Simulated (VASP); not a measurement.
# ZrH (P4_2/mmc) in VASP: a series of runs

The runs below take ZrH through single point, relaxation of cell and atoms, with PBEsol.

Program: VASP 6.6.1. These are calculated values, not measurements. Logs are shortened: lines on timing, memory, paths and dates and some standing lists are left out, and cuts for length are marked.

## Step 1: The cell of the first run

It takes space group P4_2/mmc (No. 131, tetragonal). The conventional cell has a = 3.189 Å, b = 3.189 Å, c = 4.993 Å, α = 90.00°, β = 90.00°, γ = 90.00°. Within 2.7 Å of Zr (site symmetry mmm) lie 4 H at 2.03 Å. Within 2.7 Å of H (site symmetry -4m2) lie 4 Zr at 2.03 Å and 2 H at 2.50 Å.

## Step 2: Single point, PBEsol

Input file INCAR:

```
PREC = Accurate
ENCUT = 520
EDIFF = 1E-6
ISMEAR = 0
SIGMA = 0.02
LREAL = F
LASPH = T
NELM = 60
ALGO = Normal
ISIF = 2
LWAVE = F
LCHARG = F
GGA = PS
NBANDS = 21
```

Input file KPOINTS:

```
Automatic mesh
0
Gamma
  13 13 8
```

Input file POSCAR:

```
ZrH
1.0
    3.1889275219      0.0000000000      0.0000000000
    0.0000000000      3.1889275219      0.0000000000
    0.0000000000      0.0000000000      4.9934220628
Zr H
2 2
Direct
    0.0000000000      0.5000000000      0.0000000000
    0.5000000000      0.0000000000      0.5000000000
    0.0000000000      0.0000000000      0.7500000000
    0.0000000000      0.0000000000      0.2500000000
```

Potentials or basis: VASP PAW PBE potentials, release 64 (Zr_sv, H).

Run with:

```
$ cat potpaw_PBE.64/Zr_sv/POTCAR potpaw_PBE.64/H/POTCAR > POTCAR
$ mpirun -np 1 vasp_std > vasp.out
```

OUTCAR:

```text
PREC = Accurate
   ENCUT = 520
   EDIFF = 1E-6
   ISMEAR = 0
   LREAL = F
   LASPH = T
   NELM = 60
   ISIF = 2
   GGA = PS

 ion  position               nearest neighbor table
   1  0.000  0.500  0.000-   3 2.03   4 2.03   3 2.03   4 2.03   2 3.36   2 3.36   2 3.36   2 3.36
                             2 3.36   2 3.36   2 3.36   2 3.36
   2  0.500  0.000  0.500-   3 2.03   4 2.03   3 2.03   4 2.03   1 3.36   1 3.36   1 3.36   1 3.36
                             1 3.36   1 3.36   1 3.36   1 3.36
   3  0.000  0.000  0.750-   1 2.03   2 2.03   1 2.03   2 2.03
   4  0.000  0.000  0.250-   1 2.03   2 2.03   1 2.03   2 2.03

  LATTYP: Found a simple tetragonal cell.
 ALAT       =     3.1889275219
 C/A-ratio  =     1.5658625129

  Lattice vectors:

 A1 = (   3.1889275219,   0.0000000000,   0.0000000000)
 A2 = (   0.0000000000,   3.1889275219,   0.0000000000)
 A3 = (   0.0000000000,   0.0000000000,   4.9934220628)

Analysis of symmetry for initial positions (statically):
=====================================================================
 Subroutine PRICEL returns:
 Original cell was already a primitive cell.

 Routine SETGRP: Setting up the symmetry group for a
 simple tetragonal supercell.

 Subroutine GETGRP returns: Found 16 space group operations
 (whereof  8 operations were pure point group operations)
 out of a pool of 16 trial point group operations.

The static configuration has the point symmetry D_2h.
 The point group associated with its full space group is D_4h.

Analysis of symmetry for dynamics (positions and initial velocities):
=====================================================================
 Subroutine PRICEL returns:
 Original cell was already a primitive cell.

 Routine SETGRP: Setting up the symmetry group for a
 simple tetragonal supercell.

 Subroutine GETGRP returns: Found 16 space group operations
 (whereof  8 operations were pure point group operations)
 out of a pool of 16 trial point group operations.

The dynamic configuration has the point symmetry D_2h.
 The point group associated with its full space group is D_4h.

 Subroutine INISYM returns: Found 16 space group operations
 (whereof  8 operations are pure point group operations),
 and found     1 'primitive' translations

----------------------------------------------------------------------------------------

                                     Primitive cell

  volume of cell :      50.7794

  direct lattice vectors                    reciprocal lattice vectors
     3.188927522  0.000000000  0.000000000     0.313585051  0.000000000  0.000000000
     0.000000000  3.188927522  0.000000000     0.000000000  0.313585051  0.000000000
     0.000000000  0.000000000  4.993422063     0.000000000  0.000000000  0.200263464

  length of vectors
     3.188927522  3.188927522  4.993422063     0.313585051  0.313585051  0.200263464

  position of ions in fractional coordinates (direct lattice)
     0.000000000  0.500000000  0.000000000
     0.500000000  0.000000000  0.500000000
     0.000000000  0.000000000  0.750000000
     0.000000000  0.000000000  0.250000000

  ion indices of the primitive-cell ions
   primitive index   ion index
                 1           1
                 2           2
                 3           3
                 4           4

----------------------------------------------------------------------------------------

 KPOINTS: Automatic mesh

Automatic generation of k-mesh.
 Grid dimensions read from file:
 generate k-points for:   13   13    8

 Generating k-lattice:

  Cartesian coordinates                     Fractional coordinates (reciprocal lattice)
     0.024121927  0.000000000  0.000000000     0.076923077  0.000000000  0.000000000
     0.000000000  0.024121927  0.000000000     0.000000000  0.076923077  0.000000000
     0.000000000  0.000000000  0.025032933     0.000000000  0.000000000  0.125000000

  Length of vectors
     0.024121927  0.024121927  0.025032933

  Shift w.r.t. Gamma in fractional coordinates (k-lattice)
     0.000000000  0.000000000  0.000000000

 Subroutine IBZKPT returns following result:
 ===========================================

 Found    140 irreducible k-points:

 Following reciprocal coordinates:
            Coordinates               Weight
  0.000000  0.000000  0.000000      1.000000
  0.076923  0.000000  0.000000      4.000000
  0.153846  0.000000  0.000000      4.000000
  0.230769  0.000000  0.000000      4.000000
  0.307692  0.000000  0.000000      4.000000
  0.384615  0.000000  0.000000      4.000000
[... 16 lines left out ...]
  0.307692  0.307692  0.000000      4.000000
  0.384615  0.307692  0.000000      8.000000
 [... further k-points ...]
   k-points           NKPTS =    140   k-points in BZ     NKDIM =    140   number of bands    NBANDS=     21
   number of dos      NEDOS =    301   number of ions     NIONS =      4
   total plane-waves  NPLWV =  23040
   dimension x,y,z NGX =    24 NGY =   24 NGZ =   40
   dimension x,y,z NGXF=    48 NGYF=   48 NGZF=   80
   ions per type =               2   2
   NGX,Y,Z   is equivalent  to a cutoff of  12.51, 12.51, 13.32 a.u.
   NGXF,Y,Z  is equivalent  to a cutoff of  25.02, 25.02, 26.63 a.u.
 SYSTEM =  unknown system
   PREC   = accura    normal or accurate (medium, high low for compatibility)
   ISTART =      0    job   : 0-new  1-cont  2-samecut
   ICHARG =      2    charge: 1-file 2-atom 10-const
   ISPIN  =      1    spin polarized calculation?
   LNONCOLLINEAR =      F non collinear calculations
   LSORBIT =      F    spin-orbit coupling
   LASPH  =      T    aspherical Exc in radial PAW
   ENCUT  =  520.0 eV  38.22 Ry    6.18 a.u.   5.93  5.93  9.28*2*pi/ulx,y,z
   NELM   =     60;   NELMIN=  2; NELMDL= -5     # of ELM steps
   EDIFF  = 0.1E-05   stopping-criterion for ELM
   LREAL  =      F    real-space projection
[... 7 lines left out ...]
   TEBEG  =    0.0;   TEEND  =   0.0 temperature during run
   PSTRESS=    0.0 pullay stress
   NELECT =      26.0000    total number of electrons
   NUPDOWN=      -1.0000    fix difference up-down
   EMIN   =  10.00;   EMAX   =-10.00  energy-range for DOS
   EFERMI =   0.00;   METHOD = LEGACY
   ISMEAR =     0;   SIGMA  =   0.02  broadening in eV -4-tet -1-fermi 0-gaus
   EFERMI_NEDOS =   21; number of points for ismear=-14 and -15
   IALGO  =     38    algorithm
   IMIX   =      4    mixing-type and parameters
     AMIX     =   0.40;   BMIX     =  1.00
     AMIX_MAG =   1.60;   BMIX_MAG =  1.00
  volume/ion in A,a.u.               =      12.69        85.67
  Fermi-wavevector in a.u.,A,eV,Ry     =   1.309695  2.474964 23.338078  1.715300
  Thomas-Fermi vector in A             =   2.440276
   LORBIT       =      0    0 simple, 1 ext, 2 COOP (PROOUT), +10 PAW based schemes
   GGA     = PS    functional components
   LHFCALC =     F    Hartree Fock is set to
   AEXX    =    0.0000 exact exchange contribution
   IVDW    =     0    specifies the selected vdW correction
   LEPSILON=     F    determine dielectric tensor
   LRPA    =     F    only Hartree local field effects (RPA)
 non-spin polarized calculation
 Gauss-broadening in eV      SIGMA  =   0.02
  energy-cutoff  :      520.00
  volume of cell :       50.78
 maximum number of plane-waves:      1391
 NGX is ok and might be reduce to    24
   NGX = 11   NGY = 11   NGZ = 19

 number of electron      25.9999999 magnetization

 Free energy of the ion-electron system (eV)
  ---------------------------------------------------
  ext. energy  EPLUGINS =         0.00000000
  ---------------------------------------------------
  free energy    TOTEN  =       -26.66249730 eV

  energy without entropy =      -26.66215776  energy(sigma->0) =      -26.66232753

 E-fermi :   8.3315     XC(G=0): -11.2719

 val. band max:        8.3302621142   @ k =   0.2308   0.0769   0.0000
 cond. band min:       8.3378362000   @ k =   0.2308   0.0000   0.1250
 fundamental gap:      0.0075740858
 Fermi energy:         8.3314684421

 k-point     1 :       0.0000    0.0000    0.0000
  band No.  band energies     occupation
      1     -40.3884      2.00000
      2     -40.2754      2.00000
      3     -18.8298      2.00000
      4     -18.2503      2.00000
      5     -18.2503      2.00000
      6     -18.0775      2.00000
[... 13 lines left out ...]
     20      13.2393      0.00000
     21      14.6219      0.00000

 k-point     2 :       0.0769    0.0000    0.0000
  band No.  band energies     occupation
      1     -40.3838      2.00000
      2     -40.2740      2.00000
      3     -18.8151      2.00000
      4     -18.2845      2.00000
      5     -18.2451      2.00000
      6     -18.0840      2.00000
[... 13 lines left out ...]
     20      13.1946      0.00000
     21      15.0777      0.00000

 k-point     3 :       0.1538    0.0000    0.0000
  band No.  band energies     occupation
      1     -40.3707      2.00000
      2     -40.2704      2.00000
      3     -18.7723      2.00000
      4     -18.3788      2.00000
      5     -18.2304      2.00000
      6     -18.1611      2.00000
[... 13 lines left out ...]
     20      13.3935      0.00000
     21      15.4808      0.00000

 k-point     4 :       0.2308    0.0000    0.0000
  band No.  band energies     occupation
      1     -40.3513      2.00000
      2     -40.2663      2.00000
      3     -18.7054      2.00000
      4     -18.5105      2.00000
      5     -18.2973      2.00000
      6     -18.2086      2.00000
[... 13 lines left out ...]
     20      13.9470      0.00000
     21      14.6948      0.00000

 k-point     5 :       0.3077    0.0000    0.0000
  band No.  band energies     occupation
      1     -40.3287      2.00000
      2     -40.2638      2.00000
      3     -18.6488      2.00000
      4     -18.6209      2.00000
      5     -18.4369      2.00000
      6     -18.1881      2.00000
[... 13 lines left out ...]
     20      14.3965      0.00000
     21      14.6925      0.00000
[... 382 lines left out ...]
     20      14.8470      0.00000
     21      15.9456      0.00000

 k-point    22 :       0.4615    0.2308    0.0000
  band No.  band energies     occupation
      1     -40.2628      2.00000
      2     -40.2518      2.00000
      3     -18.8469      2.00000
      4     -18.6105      2.00000
      5     -18.3823      2.00000
      6     -18.3673      2.00000
[... 13 lines left out ...]
     20      14.4272      0.00000
     21      16.6811      0.00000

 k-point    23 :       0.3077    0.3077    0.0000
  band No.  band energies     occupation
      1     -40.2796      2.00000
      2     -40.2426      2.00000
      3     -18.7489      2.00000
      4     -18.5121      2.00000
      5     -18.4744      2.00000
      6     -18.4391      2.00000
[... 13 lines left out ...]
     20      15.0566      0.00000
     21      15.4569      0.00000

 k-point    24 :       0.3846    0.3077    0.0000
  band No.  band energies     occupation
      1     -40.2624      2.00000
      2     -40.2392      2.00000
      3     -18.8318      2.00000
      4     -18.5832      2.00000
      5     -18.4540      2.00000
      6     -18.4123      2.00000
[... 13 lines left out ...]
     20      14.7108      0.00000
     21      15.8916      0.00000

 [... further k-points ...]
[... 5 lines left out ...]
  --------------------------------------------------------------------------------------
  -------------------------------------------------------------------------------------
  Total        0.0145465      0.0145465      0.0295632      0.0000000      0.0000000      0.0000000
  in kB        0.4589679      0.4589679      0.9327697      0.0000000      0.0000000      0.0000000
  external PRESSURE =       0.6169018 kB  Pullay stress =       0.0000000 kB

 VOLUME and BASIS-vectors are now :
 -----------------------------------------------------------------------------
  energy-cutoff  :      520.00
  volume of cell :       50.78
      direct lattice vectors                 reciprocal lattice vectors
     3.188927522  0.000000000  0.000000000     0.313585051  0.000000000  0.000000000
     0.000000000  3.188927522  0.000000000     0.000000000  0.313585051  0.000000000
     0.000000000  0.000000000  4.993422063     0.000000000  0.000000000  0.200263464

 POSITION                                       TOTAL-FORCE (eV/Angst)
 -----------------------------------------------------------------------------------
      0.00000      1.59446      0.00000         0.000000      0.000000      0.000000
      1.59446      0.00000      2.49671         0.000000      0.000000      0.000000
      0.00000      0.00000      3.74507         0.000000      0.000000      0.000000
      0.00000      0.00000      1.24836         0.000000      0.000000     -0.000000
 -----------------------------------------------------------------------------------
    total drift:                                0.000000      0.000000     -0.000000

  FREE ENERGIE OF THE ION-ELECTRON SYSTEM (eV)
  ---------------------------------------------------
  free  energy   TOTEN  =       -26.6624973048 eV

  energy  without entropy=      -26.6621577609  energy(sigma->0) =      -26.66232753
```

Wall time 91 s (1 thread of Intel Xeon 8259CL, shared host); peak memory 0.25 GiB.

Results:

```
Free energy            : -26.6625 eV
Pressure               : 0.1 GPa
Band gap on the k mesh : zero (bands 13 and 14 overlap by 0.97 eV)
```

Caveat: the PAW data sets were made with another functional, which shifts forces and pressure a little.

## Step 3: Relaxation of cell and atoms, PBEsol

This run uses another cell than the first one, of 13.01 Å³/atom.

Input file INCAR:

```
  PREC = Accurate
  ENCUT = 600
  EDIFF = 1E-6
  ISMEAR = 0
  SIGMA = 0.02
  LREAL = False
  LASPH = True
  NELM = 100
  ALGO = Normal
  ISIF = 3
  LWAVE = False
  LCHARG = False
  GGA = PS
  IBRION = 2
  NSW = 80
  EDIFFG = -0.02
```

KPOINTS is that of step 2.

Input file POSCAR:

```
ZrH
1.0
    3.2427917000      0.0000000000      0.0000000000
    0.0000000000      3.2427917000      0.0000000000
    0.0000000000      0.0000000000      4.9480000000
Zr H
2 2
Direct
    0.0000000000      0.5000000000      0.0000000000
    0.5000000000      0.0000000000      0.5000000000
    0.0000000000      0.0000000000      0.7500000000
    0.0000000000      0.0000000000      0.2500000000
```

Potentials or basis: VASP PAW PBE potentials, release 64 (Zr_sv, H).

Run with:

```
$ cat potpaw_PBE.64/Zr_sv/POTCAR potpaw_PBE.64/H/POTCAR > POTCAR
$ mpirun -np 1 vasp_std > vasp.out
```

Wall time 7.1 min (1 thread of Intel Xeon 8259CL, shared host); peak memory 0.29 GiB.

Results (log left out):

- Free energy: -26.6647 eV
- Relaxed volume: 12.69 Å³/atom
- Relaxed cell: a = 3.188 Å, b = 3.188 Å, c = 4.995 Å, α = 90.00°, β = 90.00°, γ = 90.00°
- Space group after relaxing (to 0.1 Å): P4_2/mmc (No. 131)
- Energy gained by relaxing: 4.0 meV/atom
- Ionic steps: 6
- Pressure after relaxing: 0.1 GPa
- Band gap on the k mesh: zero (bands 13 and 14 overlap by 0.97 eV)

The path:
| step | energy change (eV) | largest force (eV/Å) | pressure (GPa) | volume (Å³) |
| --- | --- | --- | --- | --- |
| 1 | 0.0000 | 0.0000 | -2.57 | 52.03 |
| 2 | -0.0109 | 0.0000 | 1.03 | 50.47 |
| 3 | -0.0116 | 0.0000 | 0.32 | 50.77 |
| 4 | -0.0142 | 0.0000 | 0.26 | 50.77 |
| 5 | -0.0158 | 0.0000 | 0.16 | 50.77 |
| 6 | -0.0158 | 0.0000 | 0.15 | 50.77 |

Final structure:
```cif
data_structure
_symmetry_space_group_name_H-M 'P 1'
_symmetry_Int_Tables_number 1
_cell_length_a 3.1884
_cell_length_b 3.1884
_cell_length_c 4.9948
_cell_angle_alpha 90.000
_cell_angle_beta 90.000
_cell_angle_gamma 90.000
_cell_volume 50.77
loop_
_atom_site_label
_atom_site_type_symbol
_atom_site_fract_x
_atom_site_fract_y
_atom_site_fract_z
_atom_site_occupancy
Zr1 Zr 0.00000 0.50000 0.00000 1
Zr2 Zr 0.50000 0.00000 0.50000 1
H1 H 0.00000 0.00000 0.75000 1
H2 H 0.00000 0.00000 0.25000 1
```

Levels at points of the mesh, in eV from the Fermi level:
```
           k point  band 11  band 12  band 13  band 14  band 15  band 16
(0.00, 0.00, 0.00)    -3.07    -2.87    -0.06     0.82     0.82     2.15
(0.00, 0.00, 0.50)    -1.77    -1.77    -0.09    -0.09     1.95     1.95
```

Caveat: the PAW data sets were made with another functional, which shifts forces and pressure a little.
